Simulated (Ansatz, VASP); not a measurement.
Sb in VASP and in Ansatz

The input INCAR:

```
SYSTEM = Sb
ALGO = Normal ; EDIFF = 1E-7
EDIFFG = -0.01 ; ENCUT = 600
GGA = RP ; IBRION = 2
ISIF = 3 ; ISMEAR = -1
LASPH = .TRUE. ; LCHARG = .FALSE.
LREAL = .FALSE. ; LWAVE = .FALSE.
NELM = 100 ; NSW = 60
PREC = Accurate ; SIGMA = 0.05
```

File KPOINTS:

```
k-points
0
G
  9 9 5
  0 0 0
```

POSCAR

```
Sb
1.0
    3.3545324186      0.0000000000      0.0000000000
   -1.6772662093      2.9051102923      0.0000000000
    0.0000000000      0.0000000000      5.4701606500
Sb
2
Direct
    0.6666666667      0.3333333333      0.7500000000
    0.3333333333      0.6666666667      0.2500000000
```

The input input.yaml:

```yaml
crystal:
  lattice:
    - [3.3545324186, 0.0, 0.0]
    - [-1.6772662093, 2.9051102923, 0.0]
    - [0.0, 0.0, 5.47016065]
  atoms:
    - { symbol: Sb, position: [0.6666666667, 0.3333333333, 0.75] }
    - { symbol: Sb, position: [0.3333333333, 0.6666666667, 0.25] }
hamiltonian:
  xc: rpbe
  pseudopotentials: { kind: paw }
kpoints:
  mp_grid: { grid: [9, 9, 5] }
scf:
  occupations: { method: fermi_dirac, width: 0.05 }
output:
  forces: true
  stress: true
  eigenvalues: true
  write_density: true
  write_potential: true
  elf: true
  volumetric_format: npy
relax:
  f_tol: 0.01
  max_steps: 40
  cell: { stress_tol: 0.05 }
```

Alike in both runs: task relaxation of cell and atoms; functional RPBE; k mesh 9 × 9 × 5; occupations fermi-dirac, width 0.05 eV; no spin polarisation.

|  | VASP | Ansatz |
| --- | --- | --- |
| version | VASP 6.6.1 | Ansatz 0.2.0 |
| potentials or method | VASP PAW PBE potentials, release 64 (Sb) | Ansatz PAW |
| plane-wave cutoff (eV) | 600 | 420 |
| valence electrons in the cell | 10 | 30 |

VASP gave:

```
gap on the k mesh at the Fermi level, each at its own relaxed structure (eV) : none
relaxed volume (Å³/atom)                                                     : 27.88
relaxed cell length with the largest relative difference (Å)                 : 5.325
```

Task: Which values does Ansatz return?

Result: gap on the k mesh at the Fermi level, each at its own relaxed structure (eV): none; relaxed volume (Å³/atom): 27.96; relaxed cell length with the largest relative difference (Å): 5.368.

VASP's potentials were made for PBE, not for RPBE. A gap of «none» marks a metal or a gap that the smearing closes. VASP's potentials hold 10 valence electrons a cell and Ansatz's 30, so a difference there can come from the potentials and not from the codes.

Spin-orbit coupling is off throughout. Noted on Ansatz's run: the plane-wave basis is chosen anew once the cell has moved, so the energies of steps on either side of that aren't comparable.
